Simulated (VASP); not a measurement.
Wanted: the native input for a VASP 6.6.1 run.

| Property | Result |
| --- | --- |
| Task | single point |
| Functional | LDA |
| Potentials or basis | VASP PAW LDA potentials, release 64 (Pt) |
| Cutoff | 520 eV |
| k mesh | 16 × 16 × 16 |
| Occupations | fermi-dirac, width 0.05 eV |
| Spin | no spin polarisation |
| Dipole correction | no |
| Further INCAR settings | ALGO = Normal; EDIFF = 1e-06; NBANDS = 11 |

The structure of Pt lies in POSCAR:

```
Pt
1.0
    0.0000000000      1.9583427340      1.9583427340
    1.9583427340      0.0000000000      1.9583427340
    1.9583427340      1.9583427340      0.0000000000
Pt
1
Direct
    0.0000000000      0.0000000000      0.0000000000
```

This cell differs from its parent crystal: volume scaled by 0.98.

One way to write it, as run:

INCAR

```
ALGO = Normal
EDIFF = 1E-6
ENCUT = 520
ISIF = 2
ISMEAR = -1
LASPH = True
LCHARG = False
LREAL = False
LWAVE = False
NBANDS = 11
NELM = 80
PREC = Accurate
SIGMA = 0.05
```

KPOINTS

```
k-points
0
Gamma
  16 16 16
```

Potentials or basis: VASP PAW LDA potentials, release 64 (Pt).

Command:

```bash
$ cat potpaw_LDA.64/Pt/POTCAR > POTCAR
$ mpirun -np 1 vasp_std > vasp.out
```

It gave:

The pressure is -4.5 GPa and the band gap on the k mesh is zero (band 5 reaches 11.71 eV, above the bottom of band 6 at 9.47 eV).

Caveat: spin-orbit coupling is left out, which moves the levels of the heavy elements.

Run time: 12 s on 1 thread of Intel(R) Xeon(R) Platinum 8559C (Emerald Rapids), on a shared host, peak memory 0.15 GiB.
